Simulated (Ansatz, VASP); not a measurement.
# Two plane-wave programs on ZrN

```
Zr N
1.0
     3.24895    0.00000    0.00000
     0.00000    3.24895    0.00000
     0.00000    0.00000   20.59470
Zr N
3 3
Direct
  0.25000 0.25000 0.39497
  0.75000 0.75000 0.50000
  0.25000 0.25000 0.60503
  0.75000 0.75000 0.38453
  0.25000 0.25000 0.50000
  0.75000 0.75000 0.61547
```

Alike in both runs: functional PBE; k mesh 10 × 10 × 1; occupations fermi-dirac, width 0.05 eV; no spin polarisation.

Ansatz relaxed the structure, and its values are those at the end. VASP's run is a single point on that final structure, the one shown.

|  | VASP | Ansatz |
| --- | --- | --- |
| version | VASP 6.6.1 | Ansatz 0.2.0 |
| potentials or method | VASP PAW PBE potentials, release 64 (Zr_sv, N) | PAW with Ansatz's default frozen-core files, scalar-relativistic |
| plane-wave cutoff (eV) | 520 | 420 |
| valence electrons in the cell | 51 | 51 |

```tsv
	VASP	Ansatz	Ansatz less VASP
rms of the force components (eV/Å)	0.007	0.002	-0.0056
```

With one functional, cell and mesh, what is left measures potentials, basis and numerics. Ansatz's warnings: stress scf threshold loose, vacuum density over bound.
